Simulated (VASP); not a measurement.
# Mg (P6_3/mmc) in VASP: notebook

Runs on Mg. Level: r2SCAN. Tasks: relaxation of cell and atoms.

Everything below comes from runs of VASP 6.6.1. Logs are shortened: lines on timing, memory, paths and dates and some standing lists are left out, and cuts for length are marked.

## 1. The cell of the first run

It takes space group P6_3/mmc (No. 194, hexagonal). Conventional cell: a = 3.019 Å, b = 3.019 Å, c = 4.920 Å, α = 90.00°, β = 90.00°, γ = 120.00°. Within 4.0 Å of Mg (site symmetry -6m2) lie 12 Mg at 3.01 to 3.02 Å.

## 2. Relaxation of cell and atoms, r2SCAN, target pressure 8.05 GPa, at which the enthalpy is minimised

POSCAR

```
Mg
1.0
    3.0188525759      0.0000000000      0.0000000000
   -1.5094262880      2.6144030210      0.0000000000
    0.0000000000      0.0000000000      4.9196164927
Mg
2
Direct
    0.3333333333      0.6666666667      0.2500000000
    0.6666666667      0.3333333333      0.7500000000
```

INCAR.step1

```
SYSTEM = Mg
  PREC = Accurate
  ENCUT = 600
  ISMEAR = 0
  SIGMA = 0.1
  LREAL = .FALSE.
  LASPH = .TRUE.
  NELM = 60
  GGA = PE
  ALGO = Normal
  EDIFF = 1E-4
  LWAVE = .TRUE.
  LCHARG = .FALSE.
```

INCAR.step2

```
SYSTEM = Mg
  PREC = Accurate
  ENCUT = 600
  EDIFF = 1E-6
  ISMEAR = 0
  SIGMA = 0.1
  LREAL = .FALSE.
  LASPH = .TRUE.
  NELM = 60
  ALGO = Normal
  ISIF = 3
  LWAVE = .FALSE.
  LCHARG = .FALSE.
  METAGGA = R2SCAN
  LMIXTAU = .TRUE.
  IBRION = 2
  NSW = 80
  EDIFFG = -0.05
  PSTRESS = 80.5
  ISTART = 1
```

KPOINTS

```
regular mesh
0
G
  9 9 4
  0 0 0
```

Potentials or basis: VASP PAW PBE potentials, release 64 (Mg).

Run with:

```sh
$ cat potpaw_PBE.64/Mg/POTCAR > POTCAR
$ cp INCAR.step1 INCAR
$ mpirun -np 1 vasp_std > vasp.out
$ cp INCAR.step2 INCAR
$ mpirun -np 1 vasp_std > vasp.out
```

OUTCAR:

```text
SYSTEM = Mg
   PREC = Accurate
   ENCUT = 600
   EDIFF = 1E-6
   ISMEAR = 0
   LREAL = .FALSE.
   LASPH = .TRUE.
   NELM = 60
   ISIF = 3
   METAGGA = R2SCAN
   IBRION = 2
   NSW = 80
   EDIFFG = -0.05
   PSTRESS = 80.5
   ISTART = 1

 ion  position               nearest neighbor table
   1  0.333  0.667  0.250-   2 3.01   2 3.01   2 3.01   2 3.01   2 3.01   2 3.01
   2  0.667  0.333  0.750-   1 3.01   1 3.01   1 3.01   1 3.01   1 3.01   1 3.01

  LATTYP: Found a hexagonal cell.
 ALAT       =     3.0188525759
 C/A-ratio  =     1.6296312486

  Lattice vectors:

 A1 = (   3.0188525759,   0.0000000000,   0.0000000000)
 A2 = (  -1.5094262880,   2.6144030210,   0.0000000000)
 A3 = (   0.0000000000,   0.0000000000,   4.9196164927)

Analysis of symmetry for initial positions (statically):
=====================================================================
 Subroutine PRICEL returns:
 Original cell was already a primitive cell.

 Routine SETGRP: Setting up the symmetry group for a
 hexagonal supercell.

 Subroutine GETGRP returns: Found 24 space group operations
 (whereof 12 operations were pure point group operations)
 out of a pool of 24 trial point group operations.

The static configuration has the point symmetry D_3d.
 The point group associated with its full space group is D_6h.

Analysis of symmetry for dynamics (positions and initial velocities):
=====================================================================
 Subroutine PRICEL returns:
 Original cell was already a primitive cell.

 Routine SETGRP: Setting up the symmetry group for a
 hexagonal supercell.

 Subroutine GETGRP returns: Found 24 space group operations
 (whereof 12 operations were pure point group operations)
 out of a pool of 24 trial point group operations.

The dynamic configuration has the point symmetry D_3d.
 The point group associated with its full space group is D_6h.

 Subroutine INISYM returns: Found 24 space group operations
 (whereof 12 operations are pure point group operations),
 and found     1 'primitive' translations

----------------------------------------------------------------------------------------

                                     Primitive cell

  volume of cell :      38.8281

  direct lattice vectors                    reciprocal lattice vectors
     3.018852576  0.000000000  0.000000000     0.331251684  0.191248249  0.000000000
    -1.509426288  2.614403021  0.000000000     0.000000000  0.382496498  0.000000000
     0.000000000  0.000000000  4.919616493     0.000000000  0.000000000  0.203267877

  length of vectors
[... 89 lines left out ...]
   ISYM   =      2    0-nonsym 1-usesym 2-fastsym
   POTIM  = 0.5000    time-step for ionic-motion
   TEBEG  =    0.0;   TEEND  =   0.0 temperature during run
   PSTRESS=   80.5 pullay stress
   NELECT =       4.0000    total number of electrons
   NUPDOWN=      -1.0000    fix difference up-down
   EMIN   =  10.00;   EMAX   =-10.00  energy-range for DOS
   EFERMI =   0.00;   METHOD = LEGACY
   ISMEAR =     0;   SIGMA  =   0.10  broadening in eV -4-tet -1-fermi 0-gaus
   EFERMI_NEDOS =   21; number of points for ismear=-14 and -15
   IALGO  =     38    algorithm
   IMIX   =      4    mixing-type and parameters
     AMIX     =   0.40;   BMIX     =  1.00
     AMIX_MAG =   1.60;   BMIX_MAG =  1.00
  volume/ion in A,a.u.               =      19.41       131.01
  Fermi-wavevector in a.u.,A,eV,Ry     =   0.767443  1.450257  8.013411  0.588969
  Thomas-Fermi vector in A             =   1.868001
   LORBIT       =      0    0 simple, 1 ext, 2 COOP (PROOUT), +10 PAW based schemes
   METAGGA = R2SCAN    functional components
   LHFCALC =     F    Hartree Fock is set to
   AEXX    =    0.0000 exact exchange contribution
   IVDW    =     0    specifies the selected vdW correction
   LEPSILON=     F    determine dielectric tensor
   LRPA    =     F    only Hartree local field effects (RPA)
 conjugate gradient relaxation of ions
 non-spin polarized calculation
 Gauss-broadening in eV      SIGMA  =   0.10
  energy-cutoff  :      600.00
  volume of cell :       38.83
 maximum number of plane-waves:      1320
   NGX = 13   NGY = 13   NGZ = 19

 number of electron       4.0000000 magnetization

 Free energy of the ion-electron system (eV)
  ---------------------------------------------------
  ext. energy  EPLUGINS =         0.00000000
  ---------------------------------------------------
  free energy    TOTEN  =        -8.16255225 eV

  energy without entropy =       -8.15884874  energy(sigma->0) =       -8.16070049

 E-fermi :   3.4264     XC(G=0):  -9.6007

 val. band max:        3.3891900138   @ k =   0.2222   0.0000   0.0000
 cond. band min:       3.4342037915   @ k =   0.4444   0.1111   0.5000
 fundamental gap:      0.0450137777
 Fermi energy:         3.4264273164

 k-point     1 :       0.0000    0.0000    0.0000
  band No.  band energies     occupation
      1      -4.5837      2.00000
      2       1.3621      2.00000
      3       2.3494      2.00000
      4      16.3558      0.00000
      5      16.3558      0.00000
      6      16.8957      0.00000
[... 199 lines left out ...]
 k-point    24 :       0.3333    0.3333    0.2500
  band No.  band energies     occupation
      1       2.9655      2.00000
      2       3.2808      1.96050
      3       3.2808      1.96050
      4       6.0223      0.00000
      5       7.0045      0.00000
      6       7.0045      0.00000

 [... further k-points ...]

------------------------ aborting loop because EDIFF is reached ----------------------------------------

  FORCE on cell =-STRESS in cart. coord.  units (eV):
  Direction    XX          YY          ZZ          XY          YZ          ZX
  --------------------------------------------------------------------------------------
  -------------------------------------------------------------------------------------
  Total        1.8736923      1.8736923      1.8747064     -0.0000000      0.0000000      0.0000000
  in kB       77.3148958     77.3148958     77.3567400     -0.0000000      0.0000000      0.0000000
  external PRESSURE =      -3.1711562 kB  Pullay stress =      80.5000000 kB

 VOLUME and BASIS-vectors are now :
 -----------------------------------------------------------------------------
  energy-cutoff  :      600.00
  volume of cell :       38.83
      direct lattice vectors                 reciprocal lattice vectors
     3.018852576  0.000000000  0.000000000     0.331251684  0.191248249  0.000000000
    -1.509426288  2.614403021  0.000000000     0.000000000  0.382496498  0.000000000
     0.000000000  0.000000000  4.919616493     0.000000000  0.000000000  0.203267877

 POSITION                                       TOTAL-FORCE (eV/Angst)
 -----------------------------------------------------------------------------------
     -0.00000      1.74294      1.22990         0.000000      0.000000      0.000000
      1.50943      0.87147      3.68971        -0.000000     -0.000000      0.000000
 -----------------------------------------------------------------------------------
    total drift:                                0.000000     -0.000000      0.000000

  FREE ENERGIE OF THE ION-ELECTRON SYSTEM (eV)
  ---------------------------------------------------
  free  energy   TOTEN  =        -8.1625522459 eV

  energy  without entropy=       -8.1588487376  energy(sigma->0) =       -8.16070049

  enthalpy is  TOTEN    =        -6.2116703054 eV   P V=        1.9508819405

 reached required accuracy - stopping structural energy minimisation
```

OUTCAR.step1:

```text
SYSTEM = Mg
   PREC = Accurate
   ENCUT = 600
   ISMEAR = 0
   LREAL = .FALSE.
   LASPH = .TRUE.
[... 440 lines left out ...]
     -0.00000      1.74294      1.22990        -0.000000      0.000000      0.000000
      1.50943      0.87147      3.68971         0.000000     -0.000000      0.000000
 -----------------------------------------------------------------------------------
    total drift:                                0.000000     -0.000000      0.000000

  FREE ENERGIE OF THE ION-ELECTRON SYSTEM (eV)
  ---------------------------------------------------
  free  energy   TOTEN  =        -2.8522602754 eV

  energy  without entropy=       -2.8465421217  energy(sigma->0) =       -2.84940120
```

Run time: 32 s. Hardware: 1 thread of Intel Xeon Platinum 8259CL at 2.50GHz (Skylake/Cascade Lake), shared host; peak memory 0.16 GiB.

Results:

| Property | Result |
| --- | --- |
| Free energy | -8.1626 eV |
| Pressure after relaxing | 7.7 GPa |
| Band gap on the k mesh | zero (bands 2 and 3 overlap by 2.17 eV) |

Final structure:
```cif
data_structure
_symmetry_space_group_name_H-M 'P 1'
_symmetry_Int_Tables_number 1
_cell_length_a 3.0189
_cell_length_b 3.0189
_cell_length_c 4.9196
_cell_angle_alpha 90.000
_cell_angle_beta 90.000
_cell_angle_gamma 120.000
_cell_volume 38.83
loop_
_atom_site_label
_atom_site_type_symbol
_atom_site_fract_x
_atom_site_fract_y
_atom_site_fract_z
_atom_site_occupancy
Mg1 Mg 0.33333 0.66667 0.25000 1
Mg2 Mg 0.66667 0.33333 0.75000 1
```

Levels at points of the mesh, in eV from the Fermi level:
```
           k point  band 1  band 2  band 3  band 4  band 5  band 6
(0.00, 0.00, 0.00)   -8.01   -2.06   -1.08   12.93   12.93   13.47
(0.00, 0.00, 0.50)   -6.37   -6.37    6.01    6.01   13.71   13.71
```

Caveat: the relaxation stopped at its first step, so nothing moved; the cell is relaxed towards a set pressure, so the run minimises the enthalpy, not the energy; the PAW data sets were made with another functional, which shifts forces and pressure a little.

## 3. Relaxation of cell and atoms, r2SCAN, target pressure 8.05 GPa, at which the enthalpy is minimised

This run uses another cell than the first one, of 23.24 Å³/atom.

POSCAR

```
Mg
1.0
    3.2093000000      0.0000000000      0.0000000000
   -1.6046500000      2.7793353284      0.0000000000
    0.0000000000      0.0000000000      5.2103000000
Mg
2
Direct
    0.3333333333      0.6666666667      0.2500000000
    0.6666666667      0.3333333333      0.7500000000
```

INCAR.step1

```
ALGO = Normal ; EDIFF = 1E-4
ENCUT = 600 ; GGA = PE
ISMEAR = 0 ; LASPH = T
LCHARG = F ; LREAL = F
LWAVE = T ; NELM = 100
PREC = Accurate ; SIGMA = 0.1
```

INCAR.step2

```
ALGO = Normal ; EDIFF = 1E-7
EDIFFG = -0.05 ; ENCUT = 600
IBRION = 2 ; ISIF = 3
ISMEAR = 0 ; ISTART = 1
LASPH = T ; LCHARG = F
LMIXTAU = T ; LREAL = F
LWAVE = F ; METAGGA = R2SCAN
NELM = 100 ; NSW = 80
PREC = Accurate ; PSTRESS = 80.5
SIGMA = 0.1
```

KPOINTS

```
k-points
0
Gamma
  9 9 4
```

Potentials or basis: VASP PAW PBE potentials, release 64 (Mg).

Run with:

```sh
$ cat potpaw_PBE.64/Mg/POTCAR > POTCAR
$ cp INCAR.step1 INCAR
$ mpirun -np 1 vasp_std > vasp.out
$ cp INCAR.step2 INCAR
$ mpirun -np 1 vasp_std > vasp.out
```

OUTCAR:

```text
EDIFF = 1E-7
   EDIFFG = -0.05
   ENCUT = 600
   IBRION = 2
   ISIF = 3
   ISMEAR = 0
   ISTART = 1
   LASPH = T
   LREAL = F
   METAGGA = R2SCAN
   NELM = 100
   NSW = 80
   PREC = Accurate
   PSTRESS = 80.5

 ion  position               nearest neighbor table
   1  0.333  0.667  0.250-   2 3.20   2 3.20   2 3.20   2 3.20   2 3.20   2 3.20
   2  0.667  0.333  0.750-   1 3.20   1 3.20   1 3.20   1 3.20   1 3.20   1 3.20

  LATTYP: Found a hexagonal cell.
 ALAT       =     3.2093000000
 C/A-ratio  =     1.6235004518

  Lattice vectors:

 A1 = (   3.2093000000,   0.0000000000,   0.0000000000)
 A2 = (  -1.6046500000,   2.7793353284,   0.0000000000)
 A3 = (   0.0000000000,   0.0000000000,   5.2103000000)

Analysis of symmetry for initial positions (statically):
=====================================================================
 Subroutine PRICEL returns:
 Original cell was already a primitive cell.

 Routine SETGRP: Setting up the symmetry group for a
 hexagonal supercell.

 Subroutine GETGRP returns: Found 24 space group operations
[... 175 lines left out ...]
  --------------------------------------------------------------------------------------
  -------------------------------------------------------------------------------------
  Total       -0.4001021     -0.4001021     -0.3072282     -0.0000000     -0.0000000      0.0000000
  in kB      -13.7932764    -13.7932764    -10.5915042     -0.0000000     -0.0000000      0.0000000
  external PRESSURE =     -93.2260190 kB  Pullay stress =      80.5000000 kB
[... 63 lines left out ...]
--------------------------------------- Ionic step        3  -------------------------------------------

 number of electron       4.0000000 magnetization

 Free energy of the ion-electron system (eV)
  ---------------------------------------------------
  ext. energy  EPLUGINS =         0.00000000
  ---------------------------------------------------
  free energy    TOTEN  =        -8.15259372 eV

  energy without entropy =       -8.14896604  energy(sigma->0) =       -8.15077988

 E-fermi :   3.4601     XC(G=0):  -9.6190

 val. band max:        3.4369596800   @ k =   0.2222  -0.0000   0.0000
 cond. band min:       3.4640583377   @ k =   0.4444   0.1111   0.5000
 fundamental gap:      0.0270986577
 Fermi energy:         3.4600507206

 k-point     1 :       0.0000    0.0000    0.0000
  band No.  band energies     occupation
      1      -4.5777      2.00000
      2       1.3951      2.00000
      3       2.3965      2.00000
      4      16.4012      0.00000
      5      16.4012      0.00000
      6      16.9496      0.00000
[... 199 lines left out ...]
 k-point    24 :       0.3333    0.3333    0.2500
  band No.  band energies     occupation
      1       2.9860      2.00000
      2       3.3051      1.97157
      3       3.3051      1.97157
      4       6.0582      0.00000
      5       7.0488      0.00000
      6       7.0488      0.00000

 [... further k-points ...]

------------------------ aborting loop because EDIFF is reached ----------------------------------------

  FORCE on cell =-STRESS in cart. coord.  units (eV):
  Direction    XX          YY          ZZ          XY          YZ          ZX
  --------------------------------------------------------------------------------------
  -------------------------------------------------------------------------------------
  Total        1.9440657      1.9440657      1.9661925      0.0000000      0.0000000      0.0000000
  in kB       80.6424810     80.6424810     81.5603312      0.0000000      0.0000000      0.0000000
  external PRESSURE =       0.4484311 kB  Pullay stress =      80.5000000 kB
[... 21 lines left out ...]
  energy  without entropy=       -8.1489660424  energy(sigma->0) =       -8.15077988

  enthalpy is  TOTEN    =        -6.2119628303 eV   P V=        1.9406308928

 reached required accuracy - stopping structural energy minimisation
```

OUTCAR.step1:

```text
EDIFF = 1E-4
   ENCUT = 600
   GGA = PE
   ISMEAR = 0
   LASPH = T
[... 440 lines left out ...]
 -----------------------------------------------------------------------------------
     -0.00000      1.85289      1.30258         0.000000     -0.000000      0.000000
      1.60465      0.92645      3.90773        -0.000000      0.000000      0.000000
 -----------------------------------------------------------------------------------
    total drift:                                0.000000     -0.000000      0.000000

  FREE ENERGIE OF THE ION-ELECTRON SYSTEM (eV)
  ---------------------------------------------------
  free  energy   TOTEN  =        -3.0109576059 eV

  energy  without entropy=       -3.0058303980  energy(sigma->0) =       -3.00839400
```

OSZICAR.step1:

```text
N       E                     dE             d eps       ncg     rms          rms(c)
DAV:   1     0.372862771937E+00    0.37286E+00   -0.13635E+03   432   0.527E+02
DAV:   2    -0.299133016314E+01   -0.33642E+01   -0.31808E+01   582   0.307E+01
DAV:   3    -0.302432203819E+01   -0.32992E-01   -0.32757E-01   642   0.353E+00
DAV:   4    -0.302440966537E+01   -0.87627E-04   -0.87623E-04   552   0.164E-01
DAV:   5    -0.302441032288E+01   -0.65751E-06   -0.65750E-06   594   0.118E-02    0.955E-01
DAV:   6    -0.301838021574E+01    0.60301E-02   -0.65578E-04   492   0.301E-01    0.612E-01
DAV:   7    -0.301094506746E+01    0.74351E-02   -0.25596E-03   486   0.525E-01    0.341E-02
DAV:   8    -0.301095760594E+01   -0.12538E-04   -0.13238E-05   396   0.337E-02
   1 F= -.30109576E+01 E0= -.30083940E+01  d E =-.512721E-02
```

Run time: 3.7 min. Hardware: 1 thread of Intel Xeon Platinum 8259CL at 2.50GHz (Skylake/Cascade Lake), shared host; peak memory 0.2 GiB.

Results:

* Free energy: -8.1526 eV
* Relaxed volume: 19.31 Å³/atom
* Relaxed cell: a = 3.015 Å, b = 3.015 Å, c = 4.906 Å, α = 90.00°, β = 90.00°, γ = 120.00°
* Space group after relaxing (to 0.1 Å): P6_3/mmc (No. 194)
* Energy change on relaxing (the run minimises the enthalpy): +66.6 meV/atom
* Ionic steps: 3
* Pressure after relaxing: 8.1 GPa
* Band gap on the k mesh: zero (bands 2 and 3 overlap by 2.16 eV)

Stress tensor (GPa, compression positive):
```
8.06 0.00 0.00
0.00 8.06 0.00
0.00 0.00 8.16
```

Step by step:
```tsv
step	energy change (eV)	largest force (eV/Å)	pressure (GPa)	volume (Å³)
1	0.0000	0.0000	-1.27	46.47
2	0.1693	0.0000	9.34	37.96
3	0.1332	0.0000	8.09	38.62
```

Final structure:
```
CELL_PARAMETERS angstrom
3.01515 0.00000 0.00000
-1.50757 2.61120 0.00000
0.00000 0.00000 4.90580
ATOMIC_POSITIONS crystal
Mg 0.33333 0.66667 0.25000
Mg 0.66667 0.33333 0.75000
```

Caveat: the cell is relaxed towards a set pressure, so the run minimises the enthalpy, not the energy; the volume moved by over 15 % at a fixed basis, so the end points are rough; the PAW data sets were made with another functional, which shifts forces and pressure a little.

(Part 1 of 2 ends here.)
